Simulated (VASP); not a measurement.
# Al48CN48 (a cell with a defect) in VASP: a series of runs, part 3 of 4

VASP 6.6.1. The steps go on from the part before.

## Step 4: Single point, HSE06

Input file POSCAR:

```
Al48CN48
1.0
    9.3892708200      5.4208981500      0.0000000000
   -9.3892709200      5.4208979800      0.0000000000
    0.0000000000      0.0000000000     10.0348065900
Al N C
48 48 1
Direct
    0.0020986400      0.1688908300      0.2491107500
    0.1702937900      0.0027891600      0.2482168200
    0.3373079900      0.3378448900      0.2469524400
    0.0013407800      0.3316437700      0.4987940600
    0.1719895500      0.1687025700      0.4984519400
    0.3215700700     -0.0240082400      0.5079947800
    0.0024257500      0.1689119200      0.7499776400
    0.1669764300      0.0022653900      0.7497729500
    0.3318982200      0.3368875200      0.7503328600
    0.0017489900      0.3359206300      0.9999617600
    0.1681322700      0.1694181500      0.9999786800
    0.3334229500      0.0013557600      0.9951746000
    0.0015503600      0.6686284500      0.2491125800
    0.1676184500      0.5028528700      0.2485368600
    0.3362233500      0.8383086900      0.2506758600
    0.0021224500      0.8321027600      0.4987618600
    0.1609543800      0.6582894400      0.5005302000
    0.3328111700      0.5043535300      0.4982599300
    0.0011851200      0.6683132800      0.7499859600
    0.1674577400      0.5015007100      0.7504496000
    0.3347911100      0.8327406300      0.7507945200
    0.0018278600      0.8359765400      1.0000055400
    0.1681502200      0.6692309200      1.0000749800
    0.3346730400      0.5034101700      1.0000304700
    0.5017509100      0.1752963300      0.2248695000
    0.6673959900      0.0039316600      0.2506906100
    0.8333319500      0.3343071900      0.2481783100
    0.5018143600      0.3562404300      0.5104216100
    0.6819154900      0.1562614400      0.5079972500
    0.8425665600     -0.0008838200      0.5005245600
    0.5017944900      0.1700478700      0.7475316700
    0.6688146600     -0.0002152800      0.7507789200
    0.8366027600      0.3371068100      0.7497602800
    0.5017891400      0.3407402000      0.9893177300
    0.6701374300      0.1697121200      0.9951718700
    0.8354518400      0.0028712500      1.0000596000
    0.5018176200      0.6700993400      0.2492473200
    0.6663800400      0.5024127400      0.2469174400
    0.8359631300      0.8370507100      0.2485706200
    0.5017967500      0.8347743000      0.4985576600
    0.6707821700      0.6732926700      0.4982387500
    0.8315944200      0.4985542400      0.4984339700
    0.5018035300      0.6691705400      0.7491043600
    0.6716960600      0.5067836800      0.7503379100
    0.8361313600      0.8358351400      0.7504342100
    0.5018016500      0.8359717400      1.0005154300
    0.6689047600      0.6705224900      0.9999984600
    0.8354508500      0.5030827000      0.9999534800
    0.0045483900      0.1670875300      0.4399741700
    0.1720911700     -0.0000556100      0.4404845900
    0.3335546900      0.3393605500      0.4391085300
    0.0011996300      0.3354701600      0.1903707800
    0.1693212700      0.1695508400      0.1907432100
    0.3331019700      0.0018256900      0.1836267700
    0.0017773400      0.1695548400      0.9402757600
    0.1671033800      0.0028055300      0.9389224700
    0.3314166600      0.3365117000      0.9380580000
    0.0014695900      0.3345993200      0.6895400000
    0.1688421700      0.1688532400      0.6889049400
    0.3338945200      0.0005583500      0.6930163900
   -0.0009071000      0.6644244700      0.4399661600
    0.1640013700      0.4968585900      0.4389789200
    0.3253043200      0.8167560400      0.4407767400
    0.0023247600      0.8360586900      0.1904345700
    0.1683283100      0.6698290000      0.1897042400
    0.3344661700      0.5040490300      0.1901069600
    0.0018970900      0.6696247500      0.9403030300
    0.1678862000      0.5026001400      0.9404665800
    0.3350941000      0.8347949600      0.9395823800
    0.0020373300      0.8348986100      0.6895069100
    0.1665938100      0.6670075800      0.6910325500
    0.3342652200      0.5035868100      0.6890619900
    0.5017647700      0.0829485900      0.4275554000
    0.6783135300     -0.0066044600      0.4407886000
    0.8315878000      0.3297000900      0.4404594500
    0.5018000300      0.3452905600      0.1742941300
    0.6703888700      0.1705117800      0.1836411600
    0.8352332900      0.0033012800      0.1896925100
    0.5018188200      0.1700661800      0.9382062900
    0.6685744900      0.0015425300      0.9395699200
    0.8365463800      0.3375324400      0.9389213600
    0.5017637000      0.3405683300      0.6976608000
    0.6696272700      0.1684788600      0.6930332600
    0.8369185000      0.0021748800      0.6910407600
    0.5018619000      0.6681949000      0.4399176800
    0.6701246000      0.5075864100      0.4390931700
    0.8394353900      0.8345697700      0.4389867900
    0.5017700700      0.8367370300      0.1907873000
    0.6690756200      0.6713542100      0.1900658500
    0.8342437700      0.5020277500      0.1907205300
    0.5018291400      0.6694164600      0.9398655200
    0.6722366800      0.5069118800      0.9380591400
    0.8357727800      0.8365223800      0.9404574600
    0.5017568700      0.8356206600      0.6895902800
    0.6692390500      0.6710538500      0.6890663900
    0.8346820100      0.5018097900      0.6888922900
    0.5017742700      0.2043154200      0.4162923000
```

Input file INCAR.step1:

```
SYSTEM = Al48CN48
PREC = Accurate
ENCUT = 520
EDIFF = 1E-5
ISMEAR = -1
SIGMA = 0.01
LREAL = Auto
LASPH = .True.
NELM = 120
ALGO = Normal
ISIF = 2
LWAVE = .True.
NBANDS = 248
GGA = PE
GGA_COMPAT = .False.
ISYM = -1
KPAR = 1
```

Input file INCAR.step2:

```
SYSTEM = Al48CN48
PREC = Accurate
ENCUT = 520
EDIFF = 1E-6
ISMEAR = -1
SIGMA = 0.01
LREAL = Auto
LASPH = .True.
NELM = 120
ALGO = Normal
ISIF = 2
LWAVE = .False.
LCHARG = .True.
GGA = PE
LHFCALC = .True.
HFSCREEN = 0.2079
PRECFOCK = Fast
LELF = .True.
LVHAR = .True.
NBANDS = 248
ISTART = 1
GGA_COMPAT = .False.
ISYM = -1
KPAR = 1
```

Input file KPOINTS:

```
explicit points
1
Reciprocal
  0.25000000   0.25000000   0.25000000 1
```

Potentials or basis: VASP PAW PBE potentials, release 64 (Al, N, C).

On the command line:

```sh
> cat potpaw_PBE.64/Al/POTCAR potpaw_PBE.64/N/POTCAR potpaw_PBE.64/C/POTCAR > POTCAR
> cp INCAR.step1 INCAR
> mpirun -np 4 vasp_std > vasp.out
> cp INCAR.step2 INCAR
> mpirun -np 4 vasp_std > vasp.out
```

OUTCAR:

```text
SYSTEM = Al48CN48
   PREC = Accurate
   ENCUT = 520
   EDIFF = 1E-6
   ISMEAR = -1
   LREAL = Auto
   LASPH = .True.
   NELM = 120
   ISIF = 2
   GGA = PE
   LHFCALC = .True.
   HFSCREEN = 0.2079
   PRECFOCK = Fast
   ISTART = 1
   ISYM = -1

 ion  position               nearest neighbor table
   1  0.002  0.169  0.249-  78 1.90  53 1.90  52 1.90  49 1.92   4 3.07  11 3.08  36 3.08  10 3.09
                            30 3.09   5 3.11  39 3.12  14 3.14  27 3.14   2 3.14  26 3.14   3 3.15
   2  0.170  0.003  0.248-  54 1.89  53 1.90  64 1.90  50 1.93  22 3.08   5 3.08  11 3.08  12 3.10
                            15 3.10  16 3.11  25 3.12  13 3.14   1 3.14  39 3.14   3 3.15   6 3.17
   3  0.337  0.338  0.247-  76 1.89  66 1.90  53 1.91  51 1.93  24 3.07  25 3.08  11 3.08  38 3.09
                             5 3.11  18 3.12  37 3.12  34 3.13  28 3.14  14 3.14   2 3.15   1 3.15
   4  0.001  0.332  0.499-  62 1.88  49 1.90  58 1.91  75 1.92  29 3.01   1 3.07  17 3.07   7 3.08
                            33 3.11  14 3.11  18 3.11  20 3.11  27 3.11  30 3.12   5 3.13  42 3.16
   5  0.172  0.169  0.498-  51 1.90  49 1.90  59 1.91  50 1.92   2 3.08   8 3.09   9 3.09  30 3.09
                             1 3.11   3 3.11  28 3.11   7 3.12   4 3.13  18 3.15  16 3.16   6 3.22
   6  0.322  0.976  0.508-  60 1.87  63 1.87  73 1.88  50 1.89  97 2.44  21 2.93  17 2.98  16 3.01
                            15 3.03  40 3.03   8 3.04  31 3.15   2 3.17   5 3.22
   7  0.002  0.169  0.750-  84 1.90  58 1.90  59 1.91  55 1.91  30 3.08   4 3.08  11 3.08  36 3.09
                             9 3.09  10 3.10   8 3.11  20 3.12   5 3.12  45 3.13  32 3.13  33 3.14
   8  0.167  0.002  0.750-  59 1.90  56 1.90  70 1.90  60 1.91   6 3.04  12 3.06   5 3.09  22 3.09
                            11 3.09  16 3.11  45 3.11   7 3.11  19 3.14   9 3.14  31 3.14  21 3.17
   9  0.332  0.337  0.750-  57 1.88  72 1.90  82 1.90  59 1.90  28 2.97  34 3.01  24 3.08  11 3.08
[... 23 lines left out ...]
  21  0.335  0.833  0.751-  69 1.89  94 1.90  71 1.91  60 1.91   6 2.93  12 3.06  23 3.08  46 3.08
                            43 3.10  40 3.11  20 3.11  19 3.13  32 3.14  17 3.14  31 3.17   8 3.17
  22  0.002  0.836  0.000-  93 1.90  67 1.90  56 1.90  64 1.91  39 3.08  45 3.08   2 3.08   8 3.09
                            13 3.09  19 3.10  12 3.11  48 3.13  47 3.13  23 3.13  36 3.13  11 3.13
  23  0.168  0.669  0.000-  68 1.90  67 1.90  69 1.90  65 1.90  14 3.08  21 3.08  13 3.08  19 3.09
                            20 3.09  15 3.11  12 3.12  24 3.12  48 3.12  22 3.13  10 3.13  46 3.13
  24  0.335  0.503  0.000-  57 1.90  68 1.90  91 1.90  66 1.91   3 3.07   9 3.08  14 3.08  20 3.09
                            37 3.09  43 3.10  34 3.10  23 3.12  46 3.12  10 3.13  11 3.14  47 3.14
  25  0.502  0.175  0.225-  77 1.90  54 1.90  76 1.91  97 1.95  73 2.27  12 2.96  35 2.96  34 2.97
                             3 3.08  38 3.08   2 3.12  27 3.12  15 3.17  26 3.18
  26  0.667  0.004  0.251-  88 1.90  77 1.91  74 1.92  78 1.92  29 3.03  40 3.08  46 3.09  27 3.10
                            36 3.11  15 3.11  35 3.12  37 3.13   1 3.14  39 3.15  30 3.16  25 3.18
  27  0.833  0.334  0.248-  77 1.89  90 1.90  52 1.90  75 1.93  10 3.08  48 3.08  42 3.08  35 3.10
                            26 3.10   4 3.11  25 3.12   1 3.14  14 3.14  13 3.14  38 3.15  29 3.17
  28  0.502  0.356  0.510-  51 1.88  86 1.88  82 1.89  97 1.90  44 2.97   9 2.97  41 2.98  18 2.98
                            42 3.11   5 3.11  31 3.12   3 3.14  38 3.14
  29  0.682  0.156  0.508-  83 1.87  74 1.87  73 1.88  75 1.89  97 2.44  32 2.93  30 2.98   4 3.01
                            26 3.03  40 3.03  33 3.04  31 3.15  27 3.17  42 3.22
  30  0.843  0.999  0.501-  74 1.85  87 1.87  49 1.89  84 1.91  29 2.98  45 3.05  39 3.06  41 3.06
                            16 3.07   7 3.08   1 3.09   5 3.09   4 3.12  32 3.14  26 3.16  40 3.20
  31  0.502  0.170  0.748-  83 1.91  60 1.91  79 1.91  82 1.92  34 3.05  35 3.08  12 3.08  28 3.12
[... 8 lines left out ...]
   IMIX   =      1    mixing-type and parameters
     AMIX     =   0.40;   BMIX     =  1.00
     AMIX_MAG =   1.60;   BMIX_MAG =  1.00
  volume/ion in A,a.u.               =      10.53        71.07
  Fermi-wavevector in a.u.,A,eV,Ry     =   1.185600  2.240458 19.124980  1.405646
  Thomas-Fermi vector in A             =   2.321790
   LORBIT       =      0    0 simple, 1 ext, 2 COOP (PROOUT), +10 PAW based schemes
   GGA     = PE    functional components
   LHFCALC =     T    Hartree Fock is set to
   PRECFOCK=fast      Normal, Fast or Accurate (Low or Medium for compatibility)
   ENCUT4O =  -1.0   cutoff for four orbital integrals eV
   NKREDX  =     1    reduce k-point grid by
   NKREDY  =     1    reduce k-point grid by
   NKREDZ  =     1    reduce k-point grid by
   AEXX    =    0.2500 exact exchange contribution
   HFSCREEN=    0.2079 screening length (either q_TF or 0.3 A-1)
   HFSCREENC=   0.2079 screening length for correlation (either q_TF or 0.3 A-1)
   ENCUTFOCK=  -1.0 apply spherical cutoff to Coloumb kernel
   IVDW    =     0    specifies the selected vdW correction
   LEPSILON=     F    determine dielectric tensor
   LRPA    =     F    only Hartree local field effects (RPA)
 non-spin polarized calculation
  energy-cutoff  :      520.00
  volume of cell :     1021.51
 maximum number of plane-waves:     27493
 NGX is ok and might be reduce to    80
  NGX = 42; NGY = 42; NGZ = 40

 number of electron     387.9999982 magnetization

 Free energy of the ion-electron system (eV)
  ---------------------------------------------------
  ext. energy  EPLUGINS =         0.00000000
  ---------------------------------------------------
  free energy    TOTEN  =      -841.24398468 eV

  energy without entropy =     -841.24398468  energy(sigma->0) =     -841.24398468

 E-fermi :   7.7701     XC(G=0):  -8.9642

 val. band max:        7.4554907943   @ k =   0.2500   0.2500   0.2500
 cond. band min:       9.1972521168   @ k =   0.2500   0.2500   0.2500
 fundamental gap:      1.7417613225
 Fermi energy:         7.7700512463

 k-point     1 :       0.2500    0.2500    0.2500
  band No.  band energies     occupation
      1     -13.3339      2.00000
      2     -11.1972      2.00000
      3     -10.9664      2.00000
      4     -10.9132      2.00000
      5     -10.7121      2.00000
      6     -10.5122      2.00000
[... 198 lines left out ...]
    205      12.2062      0.00000
    206      12.2387      0.00000
 [bands above 206 left out]

------------------------ aborting loop because EDIFF is reached ----------------------------------------

  FORCE on cell =-STRESS in cart. coord.  units (eV):
  Direction    XX          YY          ZZ          XY          YZ          ZX
  --------------------------------------------------------------------------------------
  -------------------------------------------------------------------------------------
  Total      -19.1500526    -23.1516825    -16.7319435     -2.6310673     -1.1516645      1.9554498
  in kB      -30.0357474    -36.3120719    -26.2430834     -4.1266766     -1.8063190      3.0670096
  external PRESSURE =     -30.8636342 kB  Pullay stress =       0.0000000 kB

 VOLUME and BASIS-vectors are now :
 -----------------------------------------------------------------------------
  energy-cutoff  :      520.00
  volume of cell :     1021.51
      direct lattice vectors                 reciprocal lattice vectors
     9.389270820  5.420898150  0.000000000     0.053252270  0.092235640  0.000000000
    -9.389270920  5.420897980  0.000000000    -0.053252272  0.092235639  0.000000000
     0.000000000  0.000000000 10.034806590     0.000000000  0.000000000  0.099653141

 POSITION                                       TOTAL-FORCE (eV/Angst)
 -----------------------------------------------------------------------------------
     -1.56606      0.92692      2.49978         0.002046     -0.003562      0.008823
      1.57275      0.93827      2.49081         0.004834     -0.015901     -0.013904
     -0.00504      3.65993      2.47812        -0.039497      0.007526     -0.018419
     -3.10130      1.80508      5.00530         0.015400      0.039661     -0.012399
      0.03086      1.84686      5.00187        -0.046700     -0.003367     -0.001856
     -6.14454      7.03395      5.09763         0.105399     -0.004104     -0.050692
[... 89 lines left out ...]
      3.12543      7.24499      6.91290        -0.001136     -0.005639      0.007753
      2.79292      3.82764      4.17741         0.335463     -0.201184     -0.102395
 -----------------------------------------------------------------------------------
    total drift:                                0.021497      0.014811      0.076302

  FREE ENERGIE OF THE ION-ELECTRON SYSTEM (eV)
  ---------------------------------------------------
  free  energy   TOTEN  =      -841.2439846846 eV

  energy  without entropy=     -841.2439846846  energy(sigma->0) =     -841.24398468
```

Wall time 11 min (4 MPI ranks of Intel Xeon 6975P-C (Granite Rapids), shared host); peak memory 0.83 GiB.

Results:

```
Free energy            : -841.2440 eV
Pressure               : -3.1 GPa
Largest force          : 0.531 eV/Å
Band gap on the k mesh : 1.74 eV
```

Forces in eV/Å, atoms in the order of the input:
```
Al   0.002 -0.004  0.009
Al   0.005 -0.016 -0.014
Al  -0.039  0.008 -0.018
Al   0.015  0.040 -0.012
Al  -0.047 -0.003 -0.002
Al   0.105 -0.004 -0.051
Al  -0.007 -0.012  0.000
Al   0.005 -0.001  0.014
Al  -0.001  0.007  0.023
Al   0.002  0.005  0.004
Al  -0.003  0.004 -0.001
Al   0.005 -0.005  0.016
Al   0.006  0.001  0.009
Al   0.007  0.002  0.014
Al   0.029 -0.035  0.023
Al  -0.023 -0.028 -0.013
Al   0.030  0.061 -0.045
Al  -0.002 -0.014 -0.022
Al   0.008  0.011  0.000
Al  -0.007  0.009 -0.002
Al   0.005 -0.001  0.016
Al  -0.001 -0.001  0.004
Al   0.003  0.002  0.010
Al  -0.009 -0.003  0.003
Al   0.036 -0.022  0.019
Al   0.043 -0.010  0.018
Al   0.014  0.004 -0.012
Al  -0.079  0.052 -0.018
Al   0.056 -0.085 -0.053
Al  -0.038 -0.057 -0.044
Al   0.016 -0.010  0.053
Al   0.005 -0.005  0.016
Al   0.006 -0.002  0.016
Al  -0.001  0.000  0.062
Al   0.004  0.003  0.017
Al   0.000  0.000  0.010
Al  -0.006  0.003  0.017
Al  -0.025  0.025 -0.016
Al   0.001 -0.007  0.012
Al   0.026 -0.016 -0.025
Al   0.015  0.007 -0.021
Al  -0.017  0.042 -0.002
Al  -0.008  0.006 -0.003
Al   0.000  0.000  0.022
Al  -0.011  0.002 -0.001
Al  -0.001  0.002  0.006
Al   0.003  0.011  0.005
Al  -0.004  0.006  0.001
N   -0.005 -0.007  0.011
N    0.012 -0.010  0.021
N    0.033  0.033  0.050
N   -0.002 -0.001 -0.011
N    0.007 -0.004 -0.011
N   -0.022  0.033 -0.012
N    0.003  0.000 -0.002
N    0.008  0.001 -0.008
N    0.015  0.018 -0.023
N   -0.004 -0.007  0.003
N    0.003  0.005  0.006
N    0.001 -0.023 -0.044
N    0.004  0.003  0.011
N   -0.012 -0.012  0.023
N   -0.067 -0.002  0.052
N    0.000  0.004 -0.012
N   -0.005 -0.023 -0.020
N    0.004 -0.002 -0.018
N    0.000 -0.005 -0.003
N    0.001 -0.003 -0.005
N   -0.009 -0.001 -0.015
N    0.003  0.004  0.005
N    0.000 -0.013  0.006
N    0.009 -0.010  0.010
N   -0.445  0.262  0.123
N   -0.023  0.059  0.053
N    0.008 -0.014  0.021
N    0.037 -0.023  0.002
N   -0.037  0.000 -0.015
N    0.018  0.015 -0.019
N   -0.002  0.000 -0.017
N   -0.004  0.005 -0.015
N    0.002 -0.011 -0.009
N   -0.013  0.006 -0.078
N    0.023  0.007 -0.045
N    0.012  0.006  0.004
N    0.006 -0.007  0.004
N   -0.020 -0.046  0.051
N    0.002  0.018  0.023
N   -0.011  0.007 -0.008
N    0.003 -0.001 -0.017
N    0.007 -0.003 -0.011
N    0.003 -0.003  0.000
N   -0.010 -0.025 -0.024
N    0.002 -0.001 -0.006
N   -0.007  0.006  0.013
N    0.013 -0.003  0.009
N   -0.001 -0.006  0.008
C    0.335 -0.201 -0.102
```

Levels at points of the mesh, in eV from the valence-band top:
| k point | band 190 | band 191 | band 192 | band 193 | band 194 | band 195 | band 196 | band 197 | band 198 | band 199 |
| --- | --- | --- | --- | --- | --- | --- | --- | --- | --- | --- |
| (0.25, 0.25, 0.25) | -2.69 | -2.67 | -2.65 | -2.59 | 0.00 | 1.74 | 4.04 | 4.30 | 4.42 | 4.45 |

Caveat: the PAW data sets were made with another functional, which shifts forces and pressure a little.

(Part 3 of 4 ends here.)
